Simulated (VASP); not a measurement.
Runs of VASP 6.6.1 on Y. The structure is that of space group Fm-3m (No. 225), or close to it. The cells are those of the table. 

```tsv
task	cell	cutoff (eV)	gap on the mesh (eV)	pressure (GPa)	relaxed volume (Å³/atom)
single point	a = 3.533 Å, angles 60.0°, 1 atom	520	none	2.7	-
single point	a = 3.643 Å, angles 60.0°, 1 atom	520	none	-0.9	-
single point	a = 3.607 Å, angles 60.0°, 1 atom	520	none	(b)	-
relaxation of cell and atoms	relaxed from a = 3.514 Å, angles 60.0°, 1 atom	600	none	0.0	(a)
relaxation of cell and atoms	relaxed from a = 3.607 Å, angles 60.0°, 1 atom	600	none	0.0	33.27
```

Alike in all rows: level r2SCAN; potentials or basis VASP PAW PBE potentials, release 64 (Y_sv); no spin polarisation; k mesh 14 × 14 × 14; smearing gaussian 0.1 eV.

Question: Estimate the missing entries.

Answer: (a) 33.25; (b) 0.1.

Caveats: the PAW data sets were made with another functional, which shifts forces and pressure a little.

A k mesh can miss the band edges, and the runs leave out spin-orbit coupling on Y.

A gap of «none» marks levels without a gap at the run's occupations.
